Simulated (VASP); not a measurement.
# LiCl (P6_3mc) in VASP: further runs, part 2 of 3

VASP 6.6.1. The steps go on from the part before.

**3. Single point, PBE**

Input file INCAR:

```
PREC = Accurate
ENCUT = 520
EDIFF = 1E-6
ISMEAR = 0
SIGMA = 0.01
LREAL = F
LASPH = T
NELM = 60
ALGO = Normal
ISIF = 2
LWAVE = F
LCHARG = F
GGA = PE
NBANDS = 18
```

Input file KPOINTS:

```
regular mesh
0
Gamma
  6 6 4
```

Input file POSCAR:

```
LiCl
1.0
    3.8937403989      0.0000000000      0.0000000000
   -1.9468701994      3.3720781012      0.0000000000
    0.0000000000      0.0000000000      6.2258774586
Li Cl
2 2
Direct
    0.6666666667      0.3333333333      0.8780761500
    0.3333333333      0.6666666667      0.3780761500
    0.6666666667      0.3333333333      0.4969248500
    0.3333333333      0.6666666667      0.9969248500
```

Potentials or basis: VASP PAW PBE potentials, release 64 (Li_sv, Cl).

Command:

```bash
$ cat potpaw_PBE.64/Li_sv/POTCAR potpaw_PBE.64/Cl/POTCAR > POTCAR
$ mpirun -np 1 vasp_std > vasp.out
```

OUTCAR:

```text
PREC = Accurate
   ENCUT = 520
   EDIFF = 1E-6
   ISMEAR = 0
   LREAL = F
   LASPH = T
   NELM = 60
   ISIF = 2
   GGA = PE

 ion  position               nearest neighbor table
   1  0.667  0.333  0.878-   4 2.37   4 2.37   4 2.37   3 2.37
   2  0.333  0.667  0.378-   3 2.37   3 2.37   3 2.37   4 2.37
   3  0.667  0.333  0.497-   2 2.37   2 2.37   2 2.37   1 2.37
   4  0.333  0.667  0.997-   1 2.37   1 2.37   1 2.37   2 2.37

  LATTYP: Found a hexagonal cell.
 ALAT       =     3.8937403989
 C/A-ratio  =     1.5989451840

  Lattice vectors:

 A1 = (   3.8937403989,   0.0000000000,   0.0000000000)
 A2 = (  -1.9468701994,   3.3720781012,   0.0000000000)
 A3 = (   0.0000000000,   0.0000000000,   6.2258774586)

Analysis of symmetry for initial positions (statically):
=====================================================================
 Subroutine PRICEL returns:
 Original cell was already a primitive cell.

 Routine SETGRP: Setting up the symmetry group for a
 hexagonal supercell.

 Subroutine GETGRP returns: Found 12 space group operations
 (whereof  6 operations were pure point group operations)
 out of a pool of 24 trial point group operations.

The static configuration has the point symmetry C_3v.
 The point group associated with its full space group is C_6v.

Analysis of symmetry for dynamics (positions and initial velocities):
=====================================================================
 Subroutine PRICEL returns:
 Original cell was already a primitive cell.

 Routine SETGRP: Setting up the symmetry group for a
 hexagonal supercell.

 Subroutine GETGRP returns: Found 12 space group operations
 (whereof  6 operations were pure point group operations)
[... 117 lines left out ...]
   EFERMI =   0.00;   METHOD = LEGACY
   ISMEAR =     0;   SIGMA  =   0.01  broadening in eV -4-tet -1-fermi 0-gaus
   EFERMI_NEDOS =   21; number of points for ismear=-14 and -15
   IALGO  =     38    algorithm
   IMIX   =      4    mixing-type and parameters
     AMIX     =   0.40;   BMIX     =  1.00
     AMIX_MAG =   1.60;   BMIX_MAG =  1.00
  volume/ion in A,a.u.               =      20.44       137.91
  Fermi-wavevector in a.u.,A,eV,Ry     =   1.023913  1.934915 14.264321  1.048398
  Thomas-Fermi vector in A             =   2.157672
   LORBIT       =      0    0 simple, 1 ext, 2 COOP (PROOUT), +10 PAW based schemes
   GGA     = PE    functional components
   LHFCALC =     F    Hartree Fock is set to
   AEXX    =    0.0000 exact exchange contribution
   IVDW    =     0    specifies the selected vdW correction
   LEPSILON=     F    determine dielectric tensor
   LRPA    =     F    only Hartree local field effects (RPA)
 non-spin polarized calculation
 Gauss-broadening in eV      SIGMA  =   0.01
  energy-cutoff  :      520.00
  volume of cell :       81.75
 maximum number of plane-waves:      2244
 NGX is ok and might be reduce to    30
   NGX = 15   NGY = 15   NGZ = 23

 number of electron      19.9999998 magnetization

 Free energy of the ion-electron system (eV)
  ---------------------------------------------------
  ext. energy  EPLUGINS =         0.00000000
  ---------------------------------------------------
  free energy    TOTEN  =       -14.86780095 eV

  energy without entropy =      -14.86780095  energy(sigma->0) =      -14.86780095

 E-fermi :  -0.9774     XC(G=0):  -7.7196

 val. band max:       -1.0933645504   @ k =   0.0000   0.0000   0.0000
 cond. band min:       4.9335445108   @ k =   0.0000   0.0000   0.0000
 fundamental gap:      6.0269090612
 Fermi energy:        -0.9774077661

 k-point     1 :       0.0000    0.0000    0.0000
  band No.  band energies     occupation
      1     -43.9913      2.00000
      2     -43.9898      2.00000
      3     -13.8891      2.00000
      4     -13.5659      2.00000
      5      -3.2056      2.00000
      6      -1.5104      2.00000
[... 418 lines left out ...]
      5      -2.6415      2.00000
      6      -2.6415      2.00000
[... 10 lines left out ...]
     17      11.3179      0.00000
     18      11.3179      0.00000

------------------------ aborting loop because EDIFF is reached ----------------------------------------

  FORCE on cell =-STRESS in cart. coord.  units (eV):
  Direction    XX          YY          ZZ          XY          YZ          ZX
  --------------------------------------------------------------------------------------
  -------------------------------------------------------------------------------------
  Total        0.3069769      0.3069769      0.3066187      0.0000000      0.0000000      0.0000000
  in kB        6.0165996      6.0165996      6.0095794      0.0000000      0.0000000      0.0000000
  external PRESSURE =       6.0142595 kB  Pullay stress =       0.0000000 kB

 VOLUME and BASIS-vectors are now :
 -----------------------------------------------------------------------------
  energy-cutoff  :      520.00
  volume of cell :       81.75
      direct lattice vectors                 reciprocal lattice vectors
     3.893740399  0.000000000  0.000000000     0.256822463  0.148276518  0.000000000
    -1.946870199  3.372078101  0.000000000     0.000000000  0.296553036  0.000000000
     0.000000000  0.000000000  6.225877459     0.000000000  0.000000000  0.160619930

 POSITION                                       TOTAL-FORCE (eV/Angst)
 -----------------------------------------------------------------------------------
      1.94687      1.12403      5.46679        -0.000000      0.000000      0.001101
     -0.00000      2.24805      2.35386         0.000000     -0.000000      0.001101
      1.94687      1.12403      3.09379        -0.000000      0.000000     -0.001101
     -0.00000      2.24805      6.20673         0.000000      0.000000     -0.001101
 -----------------------------------------------------------------------------------
    total drift:                               -0.000000     -0.000000      0.000028

  FREE ENERGIE OF THE ION-ELECTRON SYSTEM (eV)
  ---------------------------------------------------
  free  energy   TOTEN  =       -14.8678009538 eV

  energy  without entropy=      -14.8678009538  energy(sigma->0) =      -14.86780095
```

OSZICAR:

```text
N       E                     dE             d eps       ncg     rms          rms(c)
DAV:   1     0.133740320590E+03    0.13374E+03   -0.89464E+03   756   0.107E+03
DAV:   2     0.870217290076E+00   -0.13287E+03   -0.12613E+03   942   0.236E+02
DAV:   3    -0.145729105043E+02   -0.15443E+02   -0.15374E+02  1312   0.695E+01
DAV:   4    -0.150601749439E+02   -0.48726E+00   -0.48527E+00  1124   0.138E+01
DAV:   5    -0.150927561148E+02   -0.32581E-01   -0.32570E-01  1200   0.286E+00    0.327E+00
DAV:   6    -0.148388981190E+02    0.25386E+00   -0.44386E-01   876   0.310E+00    0.246E+00
DAV:   7    -0.148433514516E+02   -0.44533E-02   -0.15175E-01  1020   0.179E+00    0.149E+00
DAV:   8    -0.148664260005E+02   -0.23075E-01   -0.27925E-02   868   0.108E+00    0.280E-01
DAV:   9    -0.148665607007E+02   -0.13470E-03   -0.11657E-03  1098   0.214E-01    0.906E-02
DAV:  10    -0.148677779999E+02   -0.12173E-02   -0.14495E-03   802   0.217E-01    0.304E-02
DAV:  11    -0.148677896255E+02   -0.11626E-04   -0.25594E-05  1064   0.328E-02    0.662E-03
DAV:  12    -0.148678003129E+02   -0.10687E-04   -0.88391E-06   834   0.178E-02    0.305E-03
DAV:  13    -0.148678009538E+02   -0.64085E-06   -0.68015E-07   948   0.484E-03
   1 F= -.14867801E+02 E0= -.14867801E+02  d E =-.157736E-62
```

Wall time 24 s (1 thread of Intel Xeon Platinum 8488C (Sapphire Rapids), shared host); peak memory 0.19 GiB.

Results:

```
Free energy            : -14.8678 eV
Band gap on the k mesh : 6.03 eV, direct
```

Levels at points of the mesh, in eV from the valence-band top:
```tsv
k point	band 7	band 8	band 9	band 10	band 11	band 12	band 13	band 14
(0.00, 0.00, 0.00)	-0.42	-0.08	-0.08	0.00	6.03	8.25	9.97	9.97
(0.50, 0.00, 0.00)	-1.19	-0.95	-0.61	-0.36	7.86	7.99	9.16	10.32
(0.00, 0.00, 0.50)	-0.25	-0.25	-0.25	-0.25	7.34	7.34	10.18	10.18
(0.50, 0.00, 0.50)	-0.67	-0.67	-0.60	-0.60	7.40	7.40	9.94	9.94
```

Caveat: the cutoff is under 1.25 times the usual one of these potentials, so pressure, stress and relaxed cells hold a basis-set (Pulay) error. As with any semilocal functional, this PBE gap is likely too small.

**4. Single point, PBE**

Input file INCAR:

```
PREC = Accurate
ENCUT = 520
EDIFF = 1E-7
ISMEAR = -1
SIGMA = 0.2
LREAL = F
LASPH = T
NELM = 80
ALGO = Normal
ISIF = 2
LWAVE = F
LCHARG = F
GGA = PE
NBANDS = 18
```

KPOINTS is that of step 3.

POSCAR is that of step 3.

Potentials or basis: VASP PAW PBE potentials, release 64 (Li_sv, Cl).

Command:

```bash
$ cat potpaw_PBE.64/Li_sv/POTCAR potpaw_PBE.64/Cl/POTCAR > POTCAR
$ mpirun -np 1 vasp_std > vasp.out
```

OUTCAR:

```text
PREC = Accurate
   ENCUT = 520
   EDIFF = 1E-7
   ISMEAR = -1
   LREAL = F
   LASPH = T
   NELM = 80
   ISIF = 2
   GGA = PE

 ion  position               nearest neighbor table
   1  0.667  0.333  0.878-   4 2.37   4 2.37   4 2.37   3 2.37
   2  0.333  0.667  0.378-   3 2.37   3 2.37   3 2.37   4 2.37
   3  0.667  0.333  0.497-   2 2.37   2 2.37   2 2.37   1 2.37
   4  0.333  0.667  0.997-   1 2.37   1 2.37   1 2.37   2 2.37

  LATTYP: Found a hexagonal cell.
 ALAT       =     3.8937403989
 C/A-ratio  =     1.5989451840

  Lattice vectors:

 A1 = (   3.8937403989,   0.0000000000,   0.0000000000)
 A2 = (  -1.9468701994,   3.3720781012,   0.0000000000)
 A3 = (   0.0000000000,   0.0000000000,   6.2258774586)

Analysis of symmetry for initial positions (statically):
=====================================================================
 Subroutine PRICEL returns:
 Original cell was already a primitive cell.

 Routine SETGRP: Setting up the symmetry group for a
 hexagonal supercell.
[... 165 lines left out ...]
  free energy    TOTEN  =       -14.86780094 eV

  energy without entropy =      -14.86780066  energy(sigma->0) =      -14.86780080

 E-fermi :   2.2633     XC(G=0):  -7.7196

 val. band max:       -1.0933323145   @ k =   0.0000   0.0000   0.0000
 cond. band min:       4.9335779141   @ k =   0.0000   0.0000   0.0000
 fundamental gap:      6.0269102286
 Fermi energy:         2.2632698662

 k-point     1 :       0.0000    0.0000    0.0000
  band No.  band energies     occupation
      1     -43.9911      2.00000
      2     -43.9895      2.00000
      3     -13.8891      2.00000
      4     -13.5659      2.00000
      5      -3.2056      2.00000
      6      -1.5103      2.00000
[... 418 lines left out ...]
      5      -2.6415      2.00000
      6      -2.6415      2.00000
[... 10 lines left out ...]
     17      11.3179      0.00000
     18      11.3179      0.00000

------------------------ aborting loop because EDIFF is reached ----------------------------------------

  FORCE on cell =-STRESS in cart. coord.  units (eV):
  Direction    XX          YY          ZZ          XY          YZ          ZX
  --------------------------------------------------------------------------------------
  -------------------------------------------------------------------------------------
  Total        0.3062756      0.3062756      0.3060423      0.0000000     -0.0000000      0.0000000
  in kB        6.0028542      6.0028542      5.9982820      0.0000000     -0.0000000      0.0000000
  external PRESSURE =       6.0013301 kB  Pullay stress =       0.0000000 kB

 VOLUME and BASIS-vectors are now :
 -----------------------------------------------------------------------------
  energy-cutoff  :      520.00
  volume of cell :       81.75
      direct lattice vectors                 reciprocal lattice vectors
     3.893740399  0.000000000  0.000000000     0.256822463  0.148276518  0.000000000
    -1.946870199  3.372078101  0.000000000     0.000000000  0.296553036  0.000000000
     0.000000000  0.000000000  6.225877459     0.000000000  0.000000000  0.160619930

 POSITION                                       TOTAL-FORCE (eV/Angst)
 -----------------------------------------------------------------------------------
      1.94687      1.12403      5.46679         0.000000      0.000000      0.001087
     -0.00000      2.24805      2.35386        -0.000000      0.000000      0.001087
      1.94687      1.12403      3.09379        -0.000000      0.000000     -0.001087
     -0.00000      2.24805      6.20673         0.000000     -0.000000     -0.001087
 -----------------------------------------------------------------------------------
    total drift:                               -0.000000     -0.000000      0.000251

  FREE ENERGIE OF THE ION-ELECTRON SYSTEM (eV)
  ---------------------------------------------------
  free  energy   TOTEN  =       -14.8678009357 eV

  energy  without entropy=      -14.8678006587  energy(sigma->0) =      -14.86780080
```

OSZICAR:

```text
N       E                     dE             d eps       ncg     rms          rms(c)
DAV:   1     0.133681321085E+03    0.13368E+03   -0.89464E+03   756   0.107E+03
DAV:   2     0.870217280999E+00   -0.13281E+03   -0.12643E+03   942   0.236E+02
DAV:   3    -0.145729105087E+02   -0.15443E+02   -0.15374E+02  1312   0.695E+01
DAV:   4    -0.150601749517E+02   -0.48726E+00   -0.48527E+00  1124   0.138E+01
DAV:   5    -0.150927561226E+02   -0.32581E-01   -0.32570E-01  1200   0.286E+00    0.327E+00
DAV:   6    -0.148388981387E+02    0.25386E+00   -0.44386E-01   876   0.310E+00    0.246E+00
DAV:   7    -0.148433514714E+02   -0.44533E-02   -0.15175E-01  1020   0.179E+00    0.149E+00
DAV:   8    -0.148664260165E+02   -0.23075E-01   -0.27925E-02   868   0.108E+00    0.280E-01
DAV:   9    -0.148665607163E+02   -0.13470E-03   -0.11657E-03  1098   0.214E-01    0.906E-02
DAV:  10    -0.148677780157E+02   -0.12173E-02   -0.14495E-03   802   0.217E-01    0.304E-02
DAV:  11    -0.148677896409E+02   -0.11625E-04   -0.25594E-05  1064   0.328E-02    0.662E-03
DAV:  12    -0.148678003285E+02   -0.10688E-04   -0.88391E-06   834   0.178E-02    0.305E-03
DAV:  13    -0.148678009741E+02   -0.64552E-06   -0.72683E-07  1072   0.484E-03    0.942E-04
DAV:  14    -0.148678009357E+02    0.38317E-07   -0.26224E-08   750   0.131E-03
   1 F= -.14867801E+02 E0= -.14867801E+02  d E =-.277089E-06
```

Run time: 33 s. Hardware: 1 thread of Intel Xeon Platinum 8488C (Sapphire Rapids), shared host; peak memory 0.19 GiB.

What came out:

| Property | Result |
| --- | --- |
| Free energy | -14.8678 eV |
| Band gap on the k mesh | 6.03 eV, direct |

Levels at points of the mesh, in eV from the valence-band top:
```
           k point  band 6  band 7  band 8  band 9  band 10  band 11  band 12  band 13  band 14  band 15
(0.00, 0.00, 0.00)   -0.42   -0.42   -0.08   -0.08     0.00     6.03     8.25     9.97     9.97    10.49
(0.50, 0.00, 0.00)   -1.43   -1.19   -0.95   -0.61    -0.36     7.86     7.99     9.16    10.32    10.63
(0.00, 0.00, 0.50)   -1.17   -0.25   -0.25   -0.25    -0.25     7.34     7.34    10.18    10.18    10.18
(0.50, 0.00, 0.50)   -1.89   -0.67   -0.67   -0.60    -0.60     7.40     7.40     9.94     9.94    11.75
```

Caveat: the cutoff is under 1.25 times the usual one of these potentials, so pressure, stress and relaxed cells hold a basis-set (Pulay) error. A k mesh can miss the band edges.

[end of part 2 of 3]
